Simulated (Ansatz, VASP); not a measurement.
# TiCo in VASP and in Ansatz

```
CELL_PARAMETERS angstrom
2.98611 0.00000 0.00000
0.00000 2.98611 0.00000
0.00000 0.00000 2.98611
ATOMIC_POSITIONS crystal
Co 0.50000 0.50000 0.50000
Ti 0.00000 0.00000 0.00000
```

Alike in both runs: task single point; functional PBEsol; k mesh 8 × 8 × 8; occupations fermi-dirac, width 0.05 eV; collinear spin; fixed moment 3.8 μB.

|  | VASP | Ansatz |
| --- | --- | --- |
| version | VASP 6.6.1 | Ansatz 0.2.0 |
| potentials or method | VASP PAW PBE potentials, release 64 (Co_sv, Ti_sv) | Ansatz PAW |
| plane-wave cutoff (eV) | 600 | 420 |
| valence electrons in the cell | 29 | 29 |

Ansatz gave:

- pressure (GPa): 11.9
- net moment per atom (μB): 1.90
- size of the moment on the site where the two differ most (μB): 2.11

**Question.** What did VASP give for the same quantities?

**Answer.** Pressure (GPa): 10.2; net moment per atom (μB): 1.90; size of the moment on the site where the two differ most (μB): 1.95.

VASP's potentials were made for PBE, not for PBEsol. Site moments also hang on the region over which each program counts them. The functional is the same, so the differences come from potentials, cutoffs and numerics.
